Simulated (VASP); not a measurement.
# TlSn2 (I4/mmm) in VASP: a series of runs

Runs on TlSn2. Level: PBE. Tasks: single point, relaxation of cell and atoms.

Everything below comes from runs of VASP 6.6.1. Logs are shortened: lines on timing, memory, paths and dates and some standing lists are left out, and cuts for length are marked.

## Step 1: The cell of the first run

Symmetry: I4/mmm, No. 139, tetragonal system. Conventional cell: a = 3.986 Å, b = 3.986 Å, c = 9.778 Å, α = 90.00°, β = 90.00°, γ = 90.00°. Within 4.3 Å of Tl (site symmetry 4/mmm) lie 10 Sn at 3.25 to 3.28 Å and 4 Tl at 3.99 Å. Sn (site symmetry 4mm) has 9 Sn at 3.23 to 3.99 Å and 5 Tl at 3.25 to 3.28 Å within 4.2 Å.

## Step 2: Single point, PBE

Input file INCAR:

```
SYSTEM = TlSn2
PREC     = Accurate       ! precision mode
ENCUT    = 520            ! plane-wave cutoff, eV
EDIFF    = 1E-6           ! SCF threshold, eV
ISMEAR   = 0              ! smearing method
SIGMA    = 0.1            ! smearing width, eV
LREAL    = .FALSE.        ! projectors in reciprocal space
LASPH    = .TRUE.         ! aspherical terms in the spheres
NELM     = 60             ! most SCF steps
ALGO     = Fast           ! electronic algorithm
ISIF     = 2              ! what is computed and relaxed
LWAVE    = .FALSE.        ! write WAVECAR
LCHARG   = .FALSE.        ! write CHGCAR
GGA      = PE             ! functional
NBANDS   = 28             ! bands
```

Input file KPOINTS:

```
regular mesh
0
G
  6 6 6
  0 0 0
```

Input file POSCAR:

```
TlSn2
1.0
   -1.9929447652      1.9929447652      4.8889426271
    1.9929447652     -1.9929447652      4.8889426271
    1.9929447652      1.9929447652     -4.8889426271
Tl Sn
1 2
Direct
    0.0000000000      0.0000000000      0.0000000000
    0.6650000000      0.6650000000      0.0000000000
    0.3350000000      0.3350000000      0.0000000000
```

Potentials or basis: VASP PAW PBE potentials, release 64 (Tl_d, Sn_d).

The run is started by

```console
cat potpaw_PBE.64/Tl_d/POTCAR potpaw_PBE.64/Sn_d/POTCAR > POTCAR
mpirun -np 1 vasp_std > vasp.out
```

OUTCAR:

```text
SYSTEM = TlSn2
   PREC = Accurate
   ENCUT = 520
   EDIFF = 1E-6
   ISMEAR = 0
   LREAL = .FALSE.
   LASPH = .TRUE.
   NELM = 60
   ISIF = 2
   GGA = PE

 ion  position               nearest neighbor table
   1  0.000  0.000  0.000-   2 3.25   2 3.25   2 3.25   3 3.25   2 3.25   3 3.25   3 3.25   3 3.25
                             2 3.28   3 3.28
   2  0.665  0.665  0.000-   3 3.23   1 3.25   1 3.25   1 3.25   1 3.25   3 3.27   3 3.27   3 3.27
                             3 3.27   1 3.28
   3  0.335  0.335  0.000-   2 3.23   1 3.25   1 3.25   1 3.25   1 3.25   2 3.27   2 3.27   2 3.27
                             2 3.27   1 3.28

  LATTYP: Found a body centered tetragonal cell.
 ALAT       =     3.9858895304
 C/A-ratio  =     2.4531250000

  Lattice vectors:

 A1 = (  -1.9929447652,   1.9929447652,   4.8889426271)
 A2 = (   1.9929447652,  -1.9929447652,   4.8889426271)
 A3 = (   1.9929447652,   1.9929447652,  -4.8889426271)

Analysis of symmetry for initial positions (statically):
=====================================================================
 Subroutine PRICEL returns:
 Original cell was already a primitive cell.

 Routine SETGRP: Setting up the symmetry group for a
 body centered tetragonal supercell.

 Subroutine GETGRP returns: Found 16 space group operations
 (whereof 16 operations were pure point group operations)
 out of a pool of 16 trial point group operations.

The static configuration has the point symmetry D_4h.

Analysis of symmetry for dynamics (positions and initial velocities):
=====================================================================
 Subroutine PRICEL returns:
 Original cell was already a primitive cell.

 Routine SETGRP: Setting up the symmetry group for a
 body centered tetragonal supercell.

 Subroutine GETGRP returns: Found 16 space group operations
 (whereof 16 operations were pure point group operations)
 out of a pool of 16 trial point group operations.

The dynamic configuration has the point symmetry D_4h.

 Subroutine INISYM returns: Found 16 space group operations
 (whereof 16 operations are pure point group operations),
 and found     1 'primitive' translations

----------------------------------------------------------------------------------------

                                     Primitive cell

  volume of cell :      77.6722

  direct lattice vectors                    reciprocal lattice vectors
    -1.992944765  1.992944765  4.888942627     0.000000000  0.250885026  0.102271603
     1.992944765 -1.992944765  4.888942627     0.250885026  0.000000000  0.102271603
     1.992944765  1.992944765 -4.888942627     0.250885026  0.250885026  0.000000000

  length of vectors
     5.643174433  5.643174433  5.643174433     0.270929469  0.270929469  0.354805007

  position of ions in fractional coordinates (direct lattice)
     0.000000000  0.000000000  0.000000000
     0.665000000  0.665000000  0.000000000
     0.335000000  0.335000000  0.000000000

  ion indices of the primitive-cell ions
   primitive index   ion index
                 1           1
                 2           2
                 3           3

----------------------------------------------------------------------------------------

 KPOINTS: regular mesh

Automatic generation of k-mesh.
 Grid dimensions read from file:
 generate k-points for:    6    6    6

 Generating k-lattice:

  Cartesian coordinates                     Fractional coordinates (reciprocal lattice)
     0.000000000  0.041814171  0.017045267     0.166666667  0.000000000 -0.000000000
     0.041814171  0.000000000  0.017045267     0.000000000  0.166666667 -0.000000000
     0.041814171  0.041814171  0.000000000     0.000000000  0.000000000  0.166666667

  Length of vectors
     0.045154912  0.045154912  0.059134168

  Shift w.r.t. Gamma in fractional coordinates (k-lattice)
     0.000000000  0.000000000  0.000000000

 Subroutine IBZKPT returns following result:
 ===========================================

 Found     30 irreducible k-points:

 Following reciprocal coordinates:
            Coordinates               Weight
  0.000000  0.000000  0.000000      1.000000
  0.166667  0.000000  0.000000      8.000000
  0.333333  0.000000 -0.000000      8.000000
  0.500000 -0.000000  0.000000      4.000000
  0.166667  0.166667 -0.000000      8.000000
  0.333333  0.166667 -0.000000     16.000000
[... 16 lines left out ...]
 -0.333333 -0.333333  0.166667      8.000000
 -0.166667 -0.333333  0.166667      8.000000
 [... further k-points ...]
   k-points           NKPTS =     30   k-points in BZ     NKDIM =     30   number of bands    NBANDS=     28
   number of dos      NEDOS =    301   number of ions     NIONS =      3
   total plane-waves  NPLWV =  74088
   dimension x,y,z NGX =    42 NGY =   42 NGZ =   42
   dimension x,y,z NGXF=    84 NGYF=   84 NGZF=   84
   ions per type =               1   2
   NGX,Y,Z   is equivalent  to a cutoff of  12.37, 12.37, 12.37 a.u.
   NGXF,Y,Z  is equivalent  to a cutoff of  24.75, 24.75, 24.75 a.u.
 SYSTEM =  TlSn2
   PREC   = accura    normal or accurate (medium, high low for compatibility)
   ISTART =      0    job   : 0-new  1-cont  2-samecut
   ICHARG =      2    charge: 1-file 2-atom 10-const
   ISPIN  =      1    spin polarized calculation?
   LNONCOLLINEAR =      F non collinear calculations
   LSORBIT =      F    spin-orbit coupling
   LASPH  =      T    aspherical Exc in radial PAW
   ENCUT  =  520.0 eV  38.22 Ry    6.18 a.u.  10.49 10.49 10.49*2*pi/ulx,y,z
   NELM   =     60;   NELMIN=  2; NELMDL= -5     # of ELM steps
   EDIFF  = 0.1E-05   stopping-criterion for ELM
   LREAL  =      F    real-space projection
   EDIFFG = 0.1E-04   stopping-criterion for IOM
   NSW    =      0    number of steps for IOM
   IBRION =     -1    ionic relax: 0-MD 1-quasi-New 2-CG
   NFREE  =      0    steps in history (QN), initial steepest desc. (CG)
   ISIF   =      2    stress and relaxation
   ISYM   =      2    0-nonsym 1-usesym 2-fastsym
   POTIM  = 0.5000    time-step for ionic-motion
   TEBEG  =    0.0;   TEEND  =   0.0 temperature during run
   PSTRESS=    0.0 pullay stress
   NELECT =      41.0000    total number of electrons
   NUPDOWN=      -1.0000    fix difference up-down
   EMIN   =  10.00;   EMAX   =-10.00  energy-range for DOS
   EFERMI =   0.00;   METHOD = LEGACY
   ISMEAR =     0;   SIGMA  =   0.10  broadening in eV -4-tet -1-fermi 0-gaus
   EFERMI_NEDOS =   21; number of points for ismear=-14 and -15
   IALGO  =     68    algorithm
   IMIX   =      4    mixing-type and parameters
     AMIX     =   0.40;   BMIX     =  1.00
     AMIX_MAG =   1.60;   BMIX_MAG =  1.00
  volume/ion in A,a.u.               =      25.89       174.72
  Fermi-wavevector in a.u.,A,eV,Ry     =   1.323064  2.500229 23.816988  1.750499
  Thomas-Fermi vector in A             =   2.452700
   LORBIT       =      0    0 simple, 1 ext, 2 COOP (PROOUT), +10 PAW based schemes
   GGA     = PE    functional components
   LHFCALC =     F    Hartree Fock is set to
   AEXX    =    0.0000 exact exchange contribution
   IVDW    =     0    specifies the selected vdW correction
   LEPSILON=     F    determine dielectric tensor
   LRPA    =     F    only Hartree local field effects (RPA)
 non-spin polarized calculation
 RMM-DIIS sequential band-by-band and
 Gauss-broadening in eV      SIGMA  =   0.10
  energy-cutoff  :      520.00
  volume of cell :       77.67
 maximum number of plane-waves:      2131
 NGX is ok and might be reduce to    42
   NGX = 21   NGY = 21   NGZ = 21

 number of electron      40.9999999 magnetization

 Free energy of the ion-electron system (eV)
  ---------------------------------------------------
  ext. energy  EPLUGINS =         0.00000000
  ---------------------------------------------------
  free energy    TOTEN  =        -9.55762098 eV

  energy without entropy =       -9.55454635  energy(sigma->0) =       -9.55608366

 E-fermi :   8.1707     XC(G=0): -10.6248

 val. band max:        8.1703322506   @ k =  -0.1667  -0.1667   0.1667
 cond. band min:       8.2592320543   @ k =   0.0000   0.0000   0.0000
 fundamental gap:      0.0888998037
 Fermi energy:         8.1707081228

 k-point     1 :       0.0000    0.0000    0.0000
  band No.  band energies     occupation
      1     -13.2280      2.00000
      2     -13.2151      2.00000
      3     -13.2003      2.00000
      4     -13.1857      2.00000
      5     -13.1857      2.00000
      6     -13.1596      2.00000
[... 20 lines left out ...]
     27      16.4210      0.00000
     28      16.4210      0.00000

 k-point     2 :       0.1667    0.0000    0.0000
  band No.  band energies     occupation
      1     -13.2351      2.00000
      2     -13.2157      2.00000
      3     -13.2087      2.00000
      4     -13.1971      2.00000
      5     -13.1856      2.00000
      6     -13.1489      2.00000
[... 20 lines left out ...]
     27      14.7877      0.00000
     28      15.7647      0.00000

 k-point     3 :       0.3333    0.0000   -0.0000
  band No.  band energies     occupation
      1     -13.2451      2.00000
      2     -13.2327      2.00000
      3     -13.2186      2.00000
      4     -13.2118      2.00000
      5     -13.1724      2.00000
      6     -13.1478      2.00000
[... 20 lines left out ...]
     27      14.5831      0.00000
     28      16.9895      0.00000

 k-point     4 :       0.5000   -0.0000    0.0000
  band No.  band energies     occupation
      1     -13.2478      2.00000
      2     -13.2393      2.00000
      3     -13.2303      2.00000
      4     -13.2168      2.00000
      5     -13.1632      2.00000
      6     -13.1394      2.00000
[... 20 lines left out ...]
     27      13.6669      0.00000
     28      16.5518      0.00000

 k-point     5 :       0.1667    0.1667   -0.0000
  band No.  band energies     occupation
      1     -13.2433      2.00000
      2     -13.2250      2.00000
      3     -13.2133      2.00000
      4     -13.1983      2.00000
      5     -13.1855      2.00000
      6     -13.1412      2.00000
[... 20 lines left out ...]
     27      16.1163      0.00000
     28      16.2597      0.00000

 k-point     6 :       0.3333    0.1667   -0.0000
  band No.  band energies     occupation
      1     -13.2486      2.00000
      2     -13.2345      2.00000
      3     -13.2255      2.00000
      4     -13.2012      2.00000
      5     -13.1669      2.00000
      6     -13.1497      2.00000
[... 463 lines left out ...]
      5     -13.1671      2.00000
      6     -13.1514      2.00000
[... 20 lines left out ...]
     27      13.9663      0.00000
     28      16.6395      0.00000

 k-point    22 :      -0.1667    0.5000    0.1667
  band No.  band energies     occupation
      1     -13.2531      2.00000
      2     -13.2422      2.00000
      3     -13.2289      2.00000
      4     -13.2079      2.00000
      5     -13.1744      2.00000
      6     -13.1544      2.00000
[... 20 lines left out ...]
     27      13.7940      0.00000
     28      16.4227      0.00000

 k-point    23 :      -0.3333   -0.3333    0.1667
  band No.  band energies     occupation
      1     -13.2518      2.00000
      2     -13.2361      2.00000
      3     -13.2267      2.00000
      4     -13.2099      2.00000
      5     -13.1917      2.00000
      6     -13.1331      2.00000
[... 20 lines left out ...]
     27      14.2909      0.00000
     28      14.8972      0.00000

 k-point    24 :      -0.1667   -0.3333    0.1667
  band No.  band energies     occupation
      1     -13.2437      2.00000
      2     -13.2326      2.00000
      3     -13.2147      2.00000
      4     -13.2128      2.00000
      5     -13.1965      2.00000
      6     -13.1398      2.00000
[... 20 lines left out ...]
     27      14.9577      0.00000
     28      15.6818      0.00000

 [... further k-points ...]
[... 5 lines left out ...]
  --------------------------------------------------------------------------------------
  -------------------------------------------------------------------------------------
  Total        2.2347251      2.2347251      3.8440130      0.0000000     -0.0000000      0.0000000
  in kB       46.0966357     46.0966357     79.2921106      0.0000000     -0.0000000      0.0000000
  external PRESSURE =      57.1617940 kB  Pullay stress =       0.0000000 kB

 VOLUME and BASIS-vectors are now :
 -----------------------------------------------------------------------------
  energy-cutoff  :      520.00
  volume of cell :       77.67
      direct lattice vectors                 reciprocal lattice vectors
    -1.992944765  1.992944765  4.888942627     0.000000000  0.250885026  0.102271603
     1.992944765 -1.992944765  4.888942627     0.250885026  0.000000000  0.102271603
     1.992944765  1.992944765 -4.888942627     0.250885026  0.250885026  0.000000000

 POSITION                                       TOTAL-FORCE (eV/Angst)
 -----------------------------------------------------------------------------------
      0.00000      0.00000      0.00000        -0.000000     -0.000000      0.000000
      0.00000      0.00000      6.50229        -0.000000     -0.000000      0.325527
      0.00000      0.00000      3.27559         0.000000      0.000000     -0.325527
 -----------------------------------------------------------------------------------
    total drift:                               -0.000000     -0.000000      0.000000

  FREE ENERGIE OF THE ION-ELECTRON SYSTEM (eV)
  ---------------------------------------------------
  free  energy   TOTEN  =        -9.5576209772 eV

  energy  without entropy=       -9.5545463513  energy(sigma->0) =       -9.55608366
```

Run time: 84 s. Hardware: 1 thread of Intel Xeon Platinum 8375C at 2.90GHz (Ice Lake), shared host; peak memory 0.27 GiB.

What came out:

```yaml
Free_energy: -9.5576 eV
Pressure: 5.7 GPa
Largest_force: 0.326 eV/Å
Band_gap_on_the_k_mesh: zero (an odd number of electrons rules out a gap without spin polarisation)
```

Forces on the atoms (eV/Å):
```
Tl   0.000  0.000  0.000
Sn   0.000  0.000  0.326
Sn   0.000  0.000 -0.326
```

Stress tensor (GPa, compression positive):
```
4.61 0.00 0.00
0.00 4.61 0.00
0.00 0.00 7.93
```

Levels at points of the mesh, in eV from the Fermi level:
| k point | band 16 | band 17 | band 18 | band 19 | band 20 | band 21 | band 22 | band 23 | band 24 | band 25 |
| --- | --- | --- | --- | --- | --- | --- | --- | --- | --- | --- |
| (0.00, 0.00, 0.00) | -11.07 | -4.55 | -4.12 | -0.19 | 0.09 | 0.68 | 0.68 | 1.27 | 1.27 | 4.55 |
| (0.50, 0.00, 0.00) | -8.27 | -7.88 | -5.09 | -3.81 | 1.79 | 2.06 | 2.06 | 2.36 | 3.95 | 4.04 |
| (0.50, 0.50, 0.00) | -6.71 | -5.64 | -5.04 | -4.40 | -2.56 | -2.23 | 0.32 | 0.79 | 2.71 | 2.92 |
| (0.50, 0.50, 0.50) | -9.43 | -9.21 | -2.55 | -1.03 | -1.03 | 3.11 | 3.93 | 4.13 | 5.47 | 5.47 |

Caveat: the cell stands under pressure; spin-orbit coupling is left out, which moves the levels of the heavy elements.

## Step 3: Single point, PBE

This run uses another cell than the first one, of 29.10 Å³/atom.

Input file INCAR:

```
ALGO = Fast
EDIFF = 1E-6
ENCUT = 520
GGA = PE
ISIF = 2
ISMEAR = 0
LASPH = True
LCHARG = True
LELF = True
LREAL = False
LVHAR = True
LWAVE = False
NBANDS = 28
NELM = 60
PREC = Accurate
SIGMA = 0.1
```

Input file KPOINTS:

```
k-points
0
Gamma
  6 6 6
```

Input file POSCAR:

```
TlSn2
1.0
   -2.0498829913      2.0498829913      5.1942797675
    2.0498829913     -2.0498829913      5.1942797675
    2.0498829913      2.0498829913     -5.1942797675
Tl Sn
1 2
Direct
    0.0000000000      0.0000000000      0.0000000000
    0.6779808903      0.6779808903      0.0000000000
    0.3220191097      0.3220191097      0.0000000000
```

Potentials or basis: VASP PAW PBE potentials, release 64 (Tl_d, Sn_d).

The run is started by

```console
cat potpaw_PBE.64/Tl_d/POTCAR potpaw_PBE.64/Sn_d/POTCAR > POTCAR
mpirun -np 1 vasp_std > vasp.out
```

It took 1.9 min on 1 thread of Intel Xeon Platinum 8375C at 2.90GHz (Ice Lake), shared host; peak memory 0.34 GiB.

Results (log left out):

- Free energy: -9.7545 eV
- Pressure: 0.1 GPa
- Largest force: 0.012 eV/Å
- Band gap on the k mesh: zero (an odd number of electrons rules out a gap without spin polarisation)

Forces in eV/Å, atoms in the order of the input:
```
Tl   0.000  0.000  0.000
Sn   0.000  0.000 -0.012
Sn   0.000  0.000  0.012
```

Levels at points of the mesh, in eV from the Fermi level:
| k point | band 16 | band 17 | band 18 | band 19 | band 20 | band 21 | band 22 | band 23 | band 24 | band 25 |
| --- | --- | --- | --- | --- | --- | --- | --- | --- | --- | --- |
| (0.00, 0.00, 0.00) | -10.35 | -4.64 | -4.54 | -0.47 | 0.21 | 0.21 | 0.21 | 1.78 | 1.78 | 4.36 |
| (0.50, 0.00, 0.00) | -7.75 | -7.62 | -5.25 | -3.34 | 0.96 | 1.72 | 1.92 | 2.03 | 3.54 | 3.88 |
| (0.50, 0.50, 0.00) | -6.57 | -5.91 | -4.83 | -3.93 | -2.75 | -1.49 | 0.33 | 0.35 | 2.40 | 2.63 |
| (0.50, 0.50, 0.50) | -9.33 | -8.30 | -2.98 | -0.84 | -0.84 | 2.34 | 3.69 | 3.87 | 4.55 | 5.09 |

Caveat: spin-orbit coupling is left out, which moves the levels of the heavy elements.

(Continued in part 2 of 2.)
